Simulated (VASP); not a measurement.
The system is KAl4Zn.

```
K Al Zn
1.0
     0.00000    3.91258    3.91258
     3.91258    0.00000    3.91258
     3.91258    3.91258    0.00000
K Al Zn
1 4 1
Direct
  0.75000 0.75000 0.75000
  0.87512 0.37496 0.37496
  0.37496 0.37496 0.37496
  0.37496 0.87512 0.37496
  0.37496 0.37496 0.87512
  0.00000 0.00000 0.00000
```

| Quantity | Value |
| --- | --- |
| Program | VASP 6.6.1 |
| Task | relaxation of cell and atoms |
| Functional | PBE |
| Potentials or basis | VASP PAW PBE potentials, release 64 (K_sv, Al, Zn) |
| Cutoff | 600 eV |
| k mesh | 8 × 8 × 8 |
| Occupations | gaussian, width 0.1 eV |
| Spin | no spin polarisation |

At the start: pressure 3.8 GPa; volume 19.97 Å³/atom.

**Question.** Where does the relaxation end?

**Answer.** Over 5 steps the energy falls by 17.5 meV/atom and the volume is 21.56 Å³/atom (+8.0 %); space group F-43m (No. 216, to 0.05 Å).

The path:
| step | energy change (eV) | largest force (eV/Å) | pressure (GPa) | volume (Å³) |
| --- | --- | --- | --- | --- |
| 1 | 0.0000 | 0.0347 | 3.76 | 119.79 |
| 2 | -0.1033 | 0.0147 | 0.45 | 128.09 |
| 3 | -0.1051 | 0.0118 | -0.05 | 129.59 |
| 4 | -0.1052 | 0.0121 | 0.01 | 129.39 |
| 5 | -0.1052 | 0.0057 | 0.02 | 129.39 |

Final structure:
```yaml
crystal:
  lattice:
    - [0.00000, 4.01440, 4.01440]
    - [4.01440, 0.00000, 4.01440]
    - [4.01440, 4.01440, 0.00000]
  atoms:
    - { symbol: K, position: [0.75000, 0.75000, 0.75000] }
    - { symbol: Al, position: [0.87456, 0.37515, 0.37515] }
    - { symbol: Al, position: [0.37515, 0.37515, 0.37515] }
    - { symbol: Al, position: [0.37515, 0.87456, 0.37515] }
    - { symbol: Al, position: [0.37515, 0.37515, 0.87456] }
    - { symbol: Zn, position: [0.00000, 0.00000, 0.00000] }
```
